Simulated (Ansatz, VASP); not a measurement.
MnO: VASP beside Ansatz

INCAR

```
SYSTEM = MnO
PREC = Accurate ; ENCUT = 700
EDIFF = 1E-6 ; ISMEAR = 0
SIGMA = 0.05 ; LREAL = .False.
LASPH = .True. ; NELM = 200
ALGO = Normal ; ISIF = 2
LWAVE = .False. ; LCHARG = .False.
ISPIN = 2 ; MAGMOM = 4.79 4.79 0.21 0.21
LORBIT = 11 ; LMAXMIX = 4
LDAU = .True. ; LDAUTYPE = 2
LDAUL = 2 -1 ; LDAUU = 6 0
LDAUJ = 0 0 ; LDAUPRINT = 1
NBANDS = 33 ; GGA_COMPAT = .False.
```

Contents of KPOINTS:

```
Automatic mesh
0
Gamma
  7 7 7
  0 0 0
```

File POSCAR:

```
MnO
1.0
    2.6723886600      0.0000000000      2.6723886600
    0.0000000000      2.6723886600      2.6723886600
    0.0000000000      0.0000000000      5.3447773200
Mn O
2 2
Direct
    0.0000000000      0.0000000000      0.0000000000
    0.0000000000      0.0000000000      0.5000000000
    0.5000000000      0.5000000000      0.7500000000
    0.5000000000      0.5000000000      0.2500000000
```

Input for Ansatz:

```yaml
crystal:
  lattice:
    - [2.67238866, 0.0, 2.67238866]
    - [0.0, 2.67238866, 2.67238866]
    - [0.0, 0.0, 5.34477732]
  atoms:
    - { symbol: Mn, position: [0.0, 0.0, 0.0], spin: 5.0 }
    - { symbol: O, position: [0.5, 0.5, 0.75] }
    - { symbol: Mn, position: [0.0, 0.0, 0.5], spin: 5.0 }
    - { symbol: O, position: [0.5, 0.5, 0.25] }
basis:
  ecutwfc: 420
  ecutrho_ratio: 4
kpoints:
  mp_grid: { grid: [7, 7, 7] }
hamiltonian:
  xc: lda
  hubbard:
    sites:
      - { site: 0, l: d, u_eff: 6.0, starting_ns: [{ spin: up, occupation_matrix: s0up }, { spin: down, occupation_matrix: s0down }] }
      - { site: 2, l: d, u_eff: 6.0, starting_ns: [{ spin: up, occupation_matrix: s2up }, { spin: down, occupation_matrix: s2down }] }
    occupation_matrices:
      s0up:
        matrix:
          - [0.97, 0.0, 0.0, 0.0, 0.0]
          - [0.0, 0.97, 0.0, 0.0, 0.0]
          - [0.0, 0.0, 0.97, 0.0, 0.0]
          - [0.0, 0.0, 0.0, 0.97, 0.0]
          - [0.0, 0.0, 0.0, 0.0, 0.97]
      s0down:
        matrix:
          - [0.02, 0.0, 0.0, 0.0, 0.0]
          - [0.0, 0.02, 0.0, 0.0, 0.0]
          - [0.0, 0.0, 0.02, 0.0, 0.0]
          - [0.0, 0.0, 0.0, 0.02, 0.0]
          - [0.0, 0.0, 0.0, 0.0, 0.02]
      s2up:
        matrix:
          - [0.97, 0.0, 0.0, 0.0, 0.0]
          - [0.0, 0.97, 0.0, 0.0, 0.0]
          - [0.0, 0.0, 0.97, 0.0, 0.0]
          - [0.0, 0.0, 0.0, 0.97, 0.0]
          - [0.0, 0.0, 0.0, 0.0, 0.97]
      s2down:
        matrix:
          - [0.02, 0.0, 0.0, 0.0, 0.0]
          - [0.0, 0.02, 0.0, 0.0, 0.0]
          - [0.0, 0.0, 0.02, 0.0, 0.0]
          - [0.0, 0.0, 0.0, 0.02, 0.0]
          - [0.0, 0.0, 0.0, 0.0, 0.02]
    ns_hold: { iters: 10 }
scf:
  occupations: { method: gaussian, width: 0.05 }
  lower_state_search: "off"
  max_iter: 150
output:
  forces: true
  stress: true
  eigenvalues: true
  populations: true
  hubbard: { sites: [{ site: 0, l: d }, { site: 2, l: d }] }
  write_density: true
  write_potential: true
  elf: true
  volumetric_format: npy
magnetization:
  spin_polarized: true
```

Alike in both runs: task single point; functional LDA; k mesh 7 × 7 × 7; occupations gaussian, width 0.05 eV; collinear spin; Hubbard terms Mn d U = 6.0 eV.

|  | VASP | Ansatz |
| --- | --- | --- |
| version | VASP 6.6.1 | Ansatz 0.2.0 |
| potentials or method | VASP PAW LDA potentials, release 64 (Mn_sv, O), cutoff 700 eV | scalar-relativistic, plane waves, PAW |
| valence electrons in the cell | 42 | 42 |

```tsv
	VASP	Ansatz	Ansatz less VASP
gap on the k mesh at the Fermi level (eV)	1.02	0.79	-0.229
least direct gap on the mesh (eV)	1.28	1.03	-0.250
pressure (GPa)	8.5	15.0	+6.58
net moment per atom (μB)	2.50	2.50	0.000
size of the moment on the site where the two differ most (μB)	4.54	4.35	-0.192
```

LDA's correlation is that of Perdew and Zunger in VASP and of Perdew and Wang (1992) in Ansatz. Site moments also hang on the region over which each program counts them. The programs project onto different local orbitals, so the same U acts differently, and such runs can settle in different states.
